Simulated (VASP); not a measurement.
A run of VASP 6.6.1 is set up as follows.

Contents of INCAR:

```
SYSTEM = Te2Mo
ALGO = Normal
EDIFF = 1E-7
ENCUT = 520
GGA = PE
ISIF = 2
ISMEAR = 0
LASPH = .True.
LCHARG = .False.
LREAL = .False.
LWAVE = .False.
NBANDS = 35
NELM = 60
PREC = Accurate
SIGMA = 0.02
```

Contents of KPOINTS:

```
k-points
0
Gamma
  9 9 2
  0 0 0
```

Contents of POSCAR:

```
Te2Mo
1.0
    3.5566555071      0.0000000000      0.0000000000
   -1.7783277535      3.0801540216      0.0000000000
    0.0000000000      0.0000000000     15.3470950465
Te Mo
4 2
Direct
    0.3333333333      0.6666666667      0.1321920380
    0.6666666667      0.3333333333      0.6321802300
    0.6666666667      0.3333333333      0.8678079620
    0.3333333333      0.6666666667      0.3678197700
    0.3333333333      0.6666666667      0.7499940828
    0.6666666667      0.3333333333      0.2500059172
```

Potentials or basis: VASP PAW PBE potentials, release 64 (Te, Mo_sv).

Command:

```sh
$ cat potpaw_PBE.64/Te/POTCAR potpaw_PBE.64/Mo_sv/POTCAR > POTCAR
$ mpirun -np 1 vasp_std > vasp.out
```

Predict the band gap on the k mesh.

1.03 eV.

What does it give for the largest force?

0.013 eV/Å.

Estimate the pressure.

0.0 GPa.

Stress tensor (GPa, compression positive):
```
-0.02  0.00  0.00
 0.00 -0.02  0.00
 0.00  0.00  0.07
```

Caveat: spin-orbit coupling is left out, which moves the levels of the heavy elements. A k mesh can miss the band edges.
